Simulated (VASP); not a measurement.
The system is Bi2Se3 (Paraguanajuatite).

```
Bi Se
1.0
     2.07150    1.19598    9.54533
    -2.07150    1.19598    9.54533
     0.00000   -2.39196    9.54533
Bi Se
2 3
Direct
  0.59920 0.59920 0.59920
  0.40080 0.40080 0.40080
  0.78830 0.78830 0.78830
  0.21170 0.21170 0.21170
  0.00000 0.00000 0.00000
```

* Program: VASP 6.6.1
* Task: relaxation of cell and atoms
* Functional: BLYP
* Dispersion: D3(BJ)
* Potentials or basis: VASP PAW PBE potentials, release 64 (Bi_d, Se)
* Cutoff: 600 eV
* k mesh: 8 × 8 × 8
* Occupations: fermi-dirac, width 0.05 eV
* Spin: no spin polarisation

At the start: pressure 1.0 GPa; volume 28.38 Å³/atom.

Task: How do energy, volume and symmetry change on relaxing?

Result: Over 15 steps the energy falls by 5.7 meV/atom and the volume is 28.35 Å³/atom (-0.1 %); space group R-3m (No. 166, to 0.05 Å).

The path:
| step | energy change (eV) | largest force (eV/Å) | pressure (GPa) | volume (Å³) |
| --- | --- | --- | --- | --- |
| 1 | 0.0000 | 0.3615 | 1.05 | 141.89 |
| 2 | -0.0088 | 0.0912 | -0.95 | 145.73 |
| 3 | -0.0131 | 0.1272 | -0.24 | 144.31 |
| 4 | -0.0163 | 0.1037 | -0.17 | 143.81 |
| 5 | -0.0200 | 0.1783 | 0.10 | 142.37 |
| 6 | -0.0227 | 0.1504 | 0.07 | 142.27 |
| 7 | -0.0270 | 0.0694 | -0.06 | 141.97 |
| 8 | -0.0271 | 0.0536 | -0.08 | 141.90 |
| 9 | -0.0280 | 0.0347 | 0.14 | 141.42 |
| 10 | -0.0280 | 0.0349 | 0.16 | 141.42 |
| 11 | -0.0283 | 0.0204 | -0.06 | 141.86 |
| 12 | -0.0283 | 0.0151 | -0.02 | 141.73 |
| 13 | -0.0283 | 0.0151 | -0.01 | 141.72 |
| 14 | -0.0283 | 0.0175 | 0.01 | 141.72 |
| 15 | -0.0284 | 0.0017 | -0.03 | 141.73 |

Final structure:
```yaml
crystal:
  lattice:
    - [2.09089, 1.20717, 9.35877]
    - [-2.09089, 1.20717, 9.35877]
    - [0.00000, -2.41435, 9.35877]
  atoms:
    - { symbol: Bi, position: [0.59811, 0.59811, 0.59811] }
    - { symbol: Bi, position: [0.40189, 0.40189, 0.40189] }
    - { symbol: Se, position: [0.79115, 0.79115, 0.79115] }
    - { symbol: Se, position: [0.20885, 0.20885, 0.20885] }
    - { symbol: Se, position: [0.00000, 0.00000, 0.00000] }
```

Caveat: the PAW data sets were made with another functional, which shifts forces and pressure a little.
